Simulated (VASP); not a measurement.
Here is a VASP 6.6.1 calculation.

Contents of INCAR:

```
SYSTEM = Pb
PREC = Accurate
ENCUT = 520
EDIFF = 1E-6
ISMEAR = -1
SIGMA = 0.05
LREAL = .False.
LASPH = .True.
NELM = 100
ALGO = Normal
ISIF = 2
LWAVE = .False.
LCHARG = .False.
NBANDS = 13
```

KPOINTS

```
regular mesh
0
Gamma
  9 9 9
  0 0 0
```

File POSCAR:

```
Pb
1.0
    0.0000000000      2.5075897876      2.5075897876
    2.5075897876      0.0000000000      2.5075897876
    2.5075897876      2.5075897876      0.0000000000
Pb
1
Direct
    0.0000000000      0.0000000000      0.0000000000
```

Potentials or basis: VASP PAW LDA potentials, release 64 (Pb_d).

Command:

```console
$ cat potpaw_LDA.64/Pb_d/POTCAR > POTCAR
$ mpirun -np 1 vasp_std > vasp.out
```

(1) Predict the pressure.

(2) Predict the band gap on the k mesh.

Answers

(1) -3.6 GPa.

(2) zero (band 7 reaches 13.61 eV, above the bottom of band 8 at 5.11 eV).

Caveat: spin-orbit coupling is left out, which moves the levels of the heavy elements.
